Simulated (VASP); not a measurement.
# Ga2O3 (R-3c) in VASP: a series of runs, part 2 of 2

VASP 6.6.1. Earlier steps stand in the parts before.

### Step 5. Single point, PBE

This run uses another cell than the first one: it holds 80 atoms, not 10.

Input file INCAR:

```
SYSTEM = Ga2O3
PREC = Accurate ; ENCUT = 520
EDIFF = 1E-6 ; ISMEAR = -1
SIGMA = 0.01 ; LREAL = Auto
LASPH = .TRUE. ; NELM = 100
ALGO = Normal ; ISIF = 2
LWAVE = .FALSE. ; LCHARG = .FALSE.
GGA = PE ; NBANDS = 398
```

Input file KPOINTS:

```
regular mesh
0
G
  1 1 1
  0 0 0
```

Input file POSCAR:

```
Ga2O3
1.0
    5.0579508900      2.9202093401      9.0826160100
   -5.0579508885      2.9202093392      9.0826160095
    0.0000000000     -5.8404185818      9.0826160405
Ga O
32 48
Direct
    0.4278409840      0.4278409840      0.4278409840
    0.3221590160      0.3221590160      0.3221590160
    0.0721590160      0.0721590160      0.0721590160
    0.1778409840      0.1778409840      0.1778409840
    0.4278409840      0.4278409840      0.9278409840
    0.3221590160      0.3221590160      0.8221590160
    0.0721590160      0.0721590160      0.5721590160
    0.1778409840      0.1778409840      0.6778409840
    0.4278409840      0.9278409840      0.4278409840
    0.3221590160      0.8221590160      0.3221590160
    0.0721590160      0.5721590160      0.0721590160
    0.1778409840      0.6778409840      0.1778409840
    0.4278409840      0.9278409840      0.9278409840
    0.3221590160      0.8221590160      0.8221590160
    0.0721590160      0.5721590160      0.5721590160
    0.1778409840      0.6778409840      0.6778409840
    0.9278409840      0.4278409840      0.4278409840
    0.8221590160      0.3221590160      0.3221590160
    0.5721590160      0.0721590160      0.0721590160
    0.6778409840      0.1778409840      0.1778409840
    0.9278409840      0.4278409840      0.9278409840
    0.8221590160      0.3221590160      0.8221590160
    0.5721590160      0.0721590160      0.5721590160
    0.6778409840      0.1778409840      0.6778409840
    0.9278409840      0.9278409840      0.4278409840
    0.8221590160      0.8221590160      0.3221590160
    0.5721590160      0.5721590160      0.0721590160
    0.6778409840      0.6778409840      0.1778409840
    0.9278409840      0.9278409840      0.9278409840
    0.8221590160      0.8221590160      0.8221590160
    0.5721590160      0.5721590160      0.5721590160
    0.6778409840      0.6778409840      0.6778409840
    0.3750000000      0.2231550840      0.0268449160
    0.2231550840      0.0268449160      0.3750000000
    0.0268449160      0.3750000000      0.2231550840
    0.1250000000      0.2768449160      0.4731550840
    0.4731550840      0.1250000000      0.2768449160
    0.2768449160      0.4731550840      0.1250000000
    0.3750000000      0.2231550840      0.5268449160
    0.2231550840      0.0268449160      0.8750000000
    0.0268449160      0.3750000000      0.7231550840
    0.1250000000      0.2768449160      0.9731550840
    0.4731550840      0.1250000000      0.7768449160
    0.2768449160      0.4731550840      0.6250000000
    0.3750000000      0.7231550840      0.0268449160
    0.2231550840      0.5268449160      0.3750000000
    0.0268449160      0.8750000000      0.2231550840
    0.1250000000      0.7768449160      0.4731550840
    0.4731550840      0.6250000000      0.2768449160
    0.2768449160      0.9731550840      0.1250000000
    0.3750000000      0.7231550840      0.5268449160
    0.2231550840      0.5268449160      0.8750000000
    0.0268449160      0.8750000000      0.7231550840
    0.1250000000      0.7768449160      0.9731550840
    0.4731550840      0.6250000000      0.7768449160
    0.2768449160      0.9731550840      0.6250000000
    0.8750000000      0.2231550840      0.0268449160
    0.7231550840      0.0268449160      0.3750000000
    0.5268449160      0.3750000000      0.2231550840
    0.6250000000      0.2768449160      0.4731550840
    0.9731550840      0.1250000000      0.2768449160
    0.7768449160      0.4731550840      0.1250000000
    0.8750000000      0.2231550840      0.5268449160
    0.7231550840      0.0268449160      0.8750000000
    0.5268449160      0.3750000000      0.7231550840
    0.6250000000      0.2768449160      0.9731550840
    0.9731550840      0.1250000000      0.7768449160
    0.7768449160      0.4731550840      0.6250000000
    0.8750000000      0.7231550840      0.0268449160
    0.7231550840      0.5268449160      0.3750000000
    0.5268449160      0.8750000000      0.2231550840
    0.6250000000      0.7768449160      0.4731550840
    0.9731550840      0.6250000000      0.2768449160
    0.7768449160      0.9731550840      0.1250000000
    0.8750000000      0.7231550840      0.5268449160
    0.7231550840      0.5268449160      0.8750000000
    0.5268449160      0.8750000000      0.7231550840
    0.6250000000      0.7768449160      0.9731550840
    0.9731550840      0.6250000000      0.7768449160
    0.7768449160      0.9731550840      0.6250000000
```

Started as:

```sh
$ cat potpaw_PBE.64/Ga_d/POTCAR potpaw_PBE.64/O/POTCAR > POTCAR
$ mpirun -np 1 vasp_gam > vasp.out
```

It took 50 min on 1 thread of Intel Xeon 8259CL, shared host; peak memory 0.96 GiB.

The run converged. Its results:

```
Free energy            : -474.2197 eV
Pressure               : 0.4 GPa
Largest force          : 0.028 eV/Å
Band gap on the k mesh : 2.53 eV
```

Forces in eV/Å, atoms in the order of the input:
```
Ga   0.000  0.000  0.028
Ga   0.000  0.000 -0.028
Ga   0.000  0.000 -0.028
Ga   0.000  0.000  0.028
Ga   0.000  0.000  0.028
Ga   0.000  0.000 -0.028
Ga   0.000  0.000 -0.028
Ga   0.000  0.000  0.028
Ga   0.000  0.000  0.028
Ga   0.000  0.000 -0.028
Ga   0.000  0.000 -0.028
Ga   0.000  0.000  0.028
Ga   0.000  0.000  0.028
Ga   0.000  0.000 -0.028
Ga   0.000  0.000 -0.028
Ga   0.000  0.000  0.028
Ga   0.000  0.000  0.028
Ga   0.000  0.000 -0.028
Ga   0.000  0.000 -0.028
Ga   0.000  0.000  0.028
Ga   0.000  0.000  0.028
Ga   0.000  0.000 -0.028
Ga   0.000  0.000 -0.028
Ga   0.000  0.000  0.028
Ga   0.000  0.000  0.028
Ga   0.000  0.000 -0.028
Ga   0.000  0.000 -0.028
Ga   0.000  0.000  0.028
Ga   0.000  0.000  0.028
Ga   0.000  0.000 -0.028
Ga   0.000  0.000 -0.028
Ga   0.000  0.000  0.028
O    0.003 -0.006  0.000
O   -0.007  0.000  0.000
O    0.003  0.006  0.000
O   -0.003  0.006  0.000
O   -0.003 -0.006  0.000
O    0.007  0.000  0.000
O    0.003 -0.006  0.000
O   -0.007  0.000  0.000
O    0.003  0.006  0.000
O   -0.003  0.006  0.000
O   -0.003 -0.006  0.000
O    0.007  0.000  0.000
O    0.003 -0.006  0.000
O   -0.007  0.000  0.000
O    0.003  0.006  0.000
O   -0.003  0.006  0.000
O   -0.003 -0.006  0.000
O    0.007  0.000  0.000
O    0.003 -0.006  0.000
O   -0.007  0.000  0.000
O    0.003  0.006  0.000
O   -0.003  0.006  0.000
O   -0.003 -0.006  0.000
O    0.007  0.000  0.000
O    0.003 -0.006  0.000
O   -0.007  0.000  0.000
O    0.003  0.006  0.000
O   -0.003  0.006  0.000
O   -0.003 -0.006  0.000
O    0.007  0.000  0.000
O    0.003 -0.006  0.000
O   -0.007  0.000  0.000
O    0.003  0.006  0.000
O   -0.003  0.006  0.000
O   -0.003 -0.006  0.000
O    0.007  0.000  0.000
O    0.003 -0.006  0.000
O   -0.007  0.000  0.000
O    0.003  0.006  0.000
O   -0.003  0.006  0.000
O   -0.003 -0.006  0.000
O    0.007  0.000  0.000
O    0.003 -0.006  0.000
O   -0.007  0.000  0.000
O    0.003  0.006  0.000
O   -0.003  0.006  0.000
O   -0.003 -0.006  0.000
O    0.007  0.000  0.000
```

Stress tensor (GPa, compression positive):
```
0.60 0.00 0.00
0.00 0.60 0.00
0.00 0.00 0.10
```

Levels at points of the mesh, in eV from the valence-band top:
```tsv
k point	band 348	band 349	band 350	band 351	band 352	band 353	band 354	band 355	band 356	band 357
(0.00, 0.00, 0.00)	0.00	0.00	0.00	0.00	0.00	2.53	5.61	5.61	6.14	6.14
```

Caveat: the k points lie up to 0.75 Å⁻¹ apart. A k mesh can miss the band edges.

### Step 6. Overview

```csv
level,cell,k mesh,cutoff (eV),grid for exact exchange (PRECFOCK),share of exact exchange,screening parameter,gap on the mesh (eV),pressure (GPa),largest force (eV/Å)
HSE06,"a = 5.399 Å, angles 55.9°, 10 atoms, atomic positions A",4 × 4 × 4,520,Fast,0.25,0.2079 1/Å,4.16,-8.5,-
PBE,"a = 5.399 Å, angles 55.9°, 10 atoms, atomic positions A",7 × 7 × 7,600,-,-,-,2.40,0.7,0.04
r2SCAN,"a = 5.399 Å, angles 55.9°, 10 atoms, atomic positions A",7 × 7 × 7,660,-,-,-,3.08,-8.0,0.07
PBE,"a = 10.798 Å, angles 55.9°, 80 atoms, atomic positions B",1 × 1 × 1,520,-,-,-,2.53,0.4,0.03
```

Alike in all rows: task single point; potentials or basis VASP PAW PBE potentials, release 64 (Ga_d, O); no spin polarisation; smearing fermi-dirac 0.01 eV.

Caveats: some runs use coarse meshes; the cell stands under tension (at least some runs); the PAW data sets were made with another functional, which shifts forces and pressure a little (at least some runs).

Total energies depend on the potentials used, so only differences within one code and one set of settings carry meaning.
